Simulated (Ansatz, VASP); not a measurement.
**Two plane-wave programs on Cl**

```xyz
4
Lattice="3.2696 -2.0669 0.0000 3.2696 2.0669 0.0000 0.0000 0.0000 8.2723" Properties=species:S:1:pos:R:3 pbc="T T T"
Cl    3.2696    1.5741    0.8765
Cl    3.2696   -0.4928    3.2597
Cl    3.2696   -1.5741    7.3959
Cl    3.2696    0.4928    5.0126
```

Alike in both runs: functional r2SCAN; k mesh 6 × 6 × 4; occupations gaussian, width 0.02 eV; no spin polarisation.

Ansatz relaxed the structure, and its values are those at the end. VASP's run is a single point on that final structure, the one shown.

```csv
,VASP,Ansatz
version,VASP 6.6.1,Ansatz 0.2.0
potentials or method,"VASP PAW PBE potentials, release 64 (Cl), cutoff 520 eV","scalar-relativistic, plane waves, PAW"
valence electrons in the cell,28,28
```

```tsv
	VASP	Ansatz	Ansatz less VASP
gap on the k mesh at the Fermi level (eV)	2.67	2.64	-0.029
least direct gap on the mesh (eV)	2.67	2.64	-0.029
pressure (GPa)	-0.4	0.0	+0.45
rms of the force components (eV/Å)	0.110	0.001	-0.1097
```

VASP's potentials were made for PBE, not for r2SCAN. With one functional, cell and mesh, what is left measures potentials, basis and numerics.
